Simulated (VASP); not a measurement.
# LiSi16 (a cell with a defect) in VASP: notebook, part 2 of 2

VASP 6.6.1.

### Step 3. Single point, PBEsol, collinear spin, zero start

Contents of INCAR:

```
PREC = Accurate
ENCUT = 520
EDIFF = 1E-7
ISMEAR = -1
SIGMA = 0.02
LREAL = Auto
LASPH = True
NELM = 150
ALGO = Normal
ISIF = 2
LWAVE = False
LCHARG = True
ISPIN = 2
MAGMOM = 0 0 0 0 0 0 0 0 0 0 0 0 0 0 0 0 0
LORBIT = 11
GGA = PS
LELF = True
LVHAR = True
NBANDS = 52
```

Contents of KPOINTS:

```
Automatic mesh
0
Gamma
  2 2 2
```

Contents of POSCAR:

```
LiSi16
1.0
    0.0000000000      5.4300000000      5.4300000000
    5.4300000000      0.0000000000      5.4300000000
    5.4300000000      5.4300000000      0.0000000000
Si Li
16 1
Direct
   -0.0401104972      0.0093922652      0.0019705341
    0.1135543278      0.1503130755      0.1025598527
   -0.0510128913      0.0096316759      0.5108471455
    0.1289226519      0.1260681400      0.6137845304
   -0.0157090239      0.5297790055     -0.0472928177
    0.1174125230      0.5739871087      0.1551104972
    0.0110957643      0.5025322284      0.4986464088
    0.1451012891      0.6645488029      0.6153038674
    0.4897329650      0.0182412523     -0.0010589319
    0.6017219153      0.1510589319      0.1198066298
    0.5076243094     -0.0575322284      0.5397790055
    0.5981583794      0.1561694291      0.6199079190
    0.4663075506      0.5127532228      0.0521823204
    0.6298526703      0.6197421731      0.1318047882
    0.5052486188      0.5088950276      0.4902025783
    0.6202946593      0.5777900552      0.6683425414
    0.2507366483      0.2670718232      0.7067034991
```

Potentials or basis: VASP PAW PBE potentials, release 64 (Si, Li_sv).

The run is started by

```bash
$ cat potpaw_PBE.64/Si/POTCAR potpaw_PBE.64/Li_sv/POTCAR > POTCAR
$ mpirun -np 1 vasp_std > vasp.out
```

Wall time 12 min (1 thread of Intel Xeon Platinum 8375C at 2.90GHz (Ice Lake), shared host); peak memory 0.71 GiB.

The run converged. Its results:

```yaml
Free_energy: -88.5304 eV
Largest_force: 3.290 eV/Å
Net_moment: 0.00 μB per cell
Valence_electrons_inside_the_program's_atomic_spheres: Si 1.63, 1.65, 1.67, 1.66, 1.72, 1.69, 1.68, 1.74, 1.76, 1.73, 1.75 (each value once); Li 2.17
```

Forces on the atoms (eV/Å):
```
Si  -1.263  1.555  0.976
Si   0.329  0.187 -1.697
Si  -0.372  0.072  3.268
Si  -0.888 -0.618 -2.027
Si   0.776  2.793 -1.026
Si   0.266 -2.954  1.143
Si   1.731  0.651 -0.981
Si  -1.476 -1.724 -0.207
Si  -0.266 -0.266 -0.599
Si   0.787  1.343 -1.232
Si   0.709 -2.019  1.610
Si  -1.444  1.476 -1.489
Si  -1.654 -0.808 -0.146
Si   1.057 -1.187  1.545
Si   0.827  0.201  0.545
Si   0.028  1.255  0.637
Li   0.855  0.043 -0.323
```

Levels at points of the mesh, in eV from the Fermi level:
Spin up:
```tsv
k point	band 31	band 32	band 33	band 34	band 35	band 36
(0.00, 0.00, 0.00)	-0.76	-0.64	-0.47	-0.24	-0.17	0.00
(0.50, 0.00, 0.00)	-1.09	-0.98	-0.58	0.13	0.42	0.47
(0.00, 0.50, 0.00)	-1.49	-1.19	-0.55	0.00	0.28	0.53
(0.00, 0.00, 0.50)	-1.40	-1.08	-0.73	0.20	0.30	0.51
(0.50, 0.50, 0.50)	-1.44	-1.13	-0.64	0.03	0.13	0.41
(0.50, 0.50, 0.00)	-1.72	-1.50	-1.32	0.02	0.25	1.07
(0.00, 0.50, 0.50)	-1.70	-1.57	-1.35	0.22	0.43	1.19
(0.50, 0.00, 0.50)	-1.77	-1.43	-1.26	0.01	0.26	1.10
```
Spin down:
```tsv
k point	band 29	band 30	band 31	band 32	band 33	band 34	band 35	band 36	band 37	band 38
(0.00, 0.00, 0.00)	-1.50	-1.44	-0.76	-0.64	-0.47	-0.24	-0.17	0.00	0.03	0.12
(0.50, 0.00, 0.00)	-2.44	-1.65	-1.09	-0.98	-0.58	0.13	0.42	0.47	0.51	0.88
(0.00, 0.50, 0.00)	-2.22	-1.78	-1.49	-1.19	-0.55	0.00	0.28	0.53	0.62	0.81
(0.00, 0.00, 0.50)	-2.37	-1.62	-1.40	-1.08	-0.73	0.20	0.30	0.52	0.70	0.75
(0.50, 0.50, 0.50)	-2.25	-1.62	-1.44	-1.13	-0.64	0.03	0.13	0.41	0.58	0.91
(0.50, 0.50, 0.00)	-2.32	-1.78	-1.72	-1.50	-1.32	0.02	0.25	1.07	1.41	1.48
(0.00, 0.50, 0.50)	-2.41	-1.92	-1.70	-1.57	-1.35	0.22	0.43	1.19	1.21	1.41
(0.50, 0.00, 0.50)	-2.40	-1.93	-1.77	-1.43	-1.26	0.01	0.26	1.10	1.36	1.44
```

Caveat: the k points lie up to 0.50 Å⁻¹ apart; no moment was typed at the start, so none could form; the PAW data sets were made with another functional, which shifts forces and pressure a little.

### Step 4. Single point, PBEsol, collinear spin, zero start

Contents of INCAR:

```
PREC = Accurate ; ENCUT = 520
EDIFF = 1E-6 ; ISMEAR = -1
SIGMA = 0.02 ; LREAL = Auto
LASPH = T ; NELM = 150
ALGO = Normal ; ISIF = 2
LWAVE = F ; LCHARG = T
ISPIN = 2 ; MAGMOM = 0 0 0 0 0 0 0 0 0 0 0 0 0 0 0 0 0
LORBIT = 11 ; GGA = PS
LELF = T ; LVHAR = T
NBANDS = 52
```

Contents of KPOINTS:

```
regular mesh
0
Gamma
  2 2 2
```

Contents of POSCAR:

```
LiSi16
1.0
    0.0000000000      5.4300000000      5.4300000000
    5.4300000000      0.0000000000      5.4300000000
    5.4300000000      5.4300000000      0.0000000000
Si Li
16 1
Direct
   -0.0537753223     -0.0514180479      0.0224309392
    0.1353130755      0.0502302026      0.1655524862
   -0.0051473297     -0.0513904236      0.5707090239
    0.0574309392      0.1343922652      0.6713167587
    0.0062615101      0.4349171271      0.0200736648
    0.1505064457      0.5737476980      0.1211510129
   -0.0283885820      0.5255524862      0.5234346225
    0.1649539595      0.5819889503      0.6413627993
    0.4857274401      0.0316574586     -0.0095948435
    0.5431860037      0.1781952118      0.1619521179
    0.4634990792      0.0860405157      0.5049539595
    0.6326335175      0.1717127072      0.6217495396
    0.5038305709      0.5290607735     -0.0334622468
    0.6553038674      0.6574033149      0.0493738490
    0.5288858195      0.5450368324      0.4247421731
    0.5944014733      0.6640515654      0.6024125230
    0.2247697974      0.2354511971      0.7624309392
```

The run is started by

```bash
$ cat potpaw_PBE.64/Si/POTCAR potpaw_PBE.64/Li_sv/POTCAR > POTCAR
$ mpirun -np 1 vasp_std > vasp.out
```

Wall time 9.2 min (1 thread of Intel Xeon Platinum 8375C at 2.90GHz (Ice Lake), shared host); peak memory 0.71 GiB.

It converged, with:

```yaml
Free_energy: -88.6658 eV
Largest_force: 3.029 eV/Å
Net_moment: 0.00 μB per cell
Valence_electrons_inside_the_program's_atomic_spheres: Si 1.61, 1.63, 1.66, 1.70, 1.67, 1.64, 1.62, 1.68, 1.69, 1.74, 1.65 (each value once); Li 2.19
```

Forces on the atoms (eV/Å):
```
Si   1.622  1.063  0.147
Si   0.509 -0.827 -1.597
Si  -0.918 -1.474  0.618
Si  -0.392 -0.345  1.380
Si  -0.023  0.838  0.728
Si   1.777 -0.580 -1.258
Si  -1.407 -0.550 -0.136
Si   0.737 -0.837  0.745
Si   0.266  0.754  0.152
Si  -2.887 -0.158  0.902
Si  -0.805  1.068 -2.403
Si  -0.536 -0.068  0.359
Si  -0.192 -0.129 -0.034
Si   0.778  0.190  0.180
Si   0.351  0.381 -0.770
Si   0.661 -0.256  1.831
Li   0.456  0.932 -0.846
```

Levels at points of the mesh, in eV from the Fermi level:
Spin up:
```tsv
k point	band 30	band 31	band 32	band 33	band 34	band 35	band 36	band 37
(0.00, 0.00, 0.00)	-1.31	-0.80	-0.61	-0.48	-0.27	-0.07	0.04	0.16
(0.50, 0.00, 0.00)	-1.66	-1.20	-0.90	-0.59	0.19	0.26	0.57	0.82
(0.00, 0.50, 0.00)	-1.48	-1.19	-1.07	-0.61	-0.21	0.13	0.48	0.78
(0.00, 0.00, 0.50)	-1.53	-1.16	-0.95	-0.92	0.02	0.39	0.46	0.87
(0.50, 0.50, 0.50)	-1.56	-1.42	-1.32	-0.55	-0.01	0.21	0.46	0.88
(0.50, 0.50, 0.00)	-1.55	-1.53	-1.37	-1.21	0.13	0.31	0.97	1.16
(0.00, 0.50, 0.50)	-1.78	-1.70	-1.34	-1.23	0.44	0.52	1.01	1.26
(0.50, 0.00, 0.50)	-1.78	-1.55	-1.35	-1.22	0.39	0.62	1.00	1.24
```
Spin down:
```csv
k point,band 29,band 30,band 31,band 32,band 33,band 34,band 35,band 36,band 37,band 38
"(0.00, 0.00, 0.00)",-1.34,-1.31,-0.80,-0.61,-0.48,-0.27,-0.07,0.04,0.16,0.24
"(0.50, 0.00, 0.00)",-2.11,-1.66,-1.20,-0.90,-0.59,0.19,0.26,0.57,0.82,0.94
"(0.00, 0.50, 0.00)",-2.17,-1.48,-1.19,-1.07,-0.61,-0.21,0.13,0.48,0.78,0.96
"(0.00, 0.00, 0.50)",-2.18,-1.53,-1.16,-0.95,-0.92,0.02,0.39,0.46,0.87,1.10
"(0.50, 0.50, 0.50)",-2.04,-1.56,-1.42,-1.32,-0.55,-0.01,0.21,0.46,0.88,1.05
"(0.50, 0.50, 0.00)",-2.15,-1.55,-1.53,-1.37,-1.21,0.13,0.31,0.97,1.17,1.43
"(0.00, 0.50, 0.50)",-2.14,-1.78,-1.70,-1.34,-1.23,0.44,0.52,1.01,1.26,1.49
"(0.50, 0.00, 0.50)",-2.01,-1.78,-1.55,-1.35,-1.22,0.39,0.62,1.00,1.24,1.56
```

Caveat: the k points lie up to 0.50 Å⁻¹ apart; no moment was typed at the start, so none could form; the PAW data sets were made with another functional, which shifts forces and pressure a little.

### Step 5. Overview

```csv
cell,gap on the mesh (eV),moment (μB),largest force (eV/Å)
"as given, atomic positions A",none,0.00,2.69
"as given, atomic positions B",none,0.00,3.29
"as given, atomic positions C",none,0.00,3.03
```

Alike in all rows: task single point; level PBEsol; potentials or basis VASP PAW PBE potentials, release 64 (Si, Li_sv); spin collinear, zero start; k mesh 2 × 2 × 2; cutoff (eV) 520; smearing fermi-dirac 0.02 eV.

Caveats: all runs use coarse meshes; no moment was typed at the start, so none could form; the PAW data sets were made with another functional, which shifts forces and pressure a little.

Absolute energies hang on the potentials; compare differences alone.
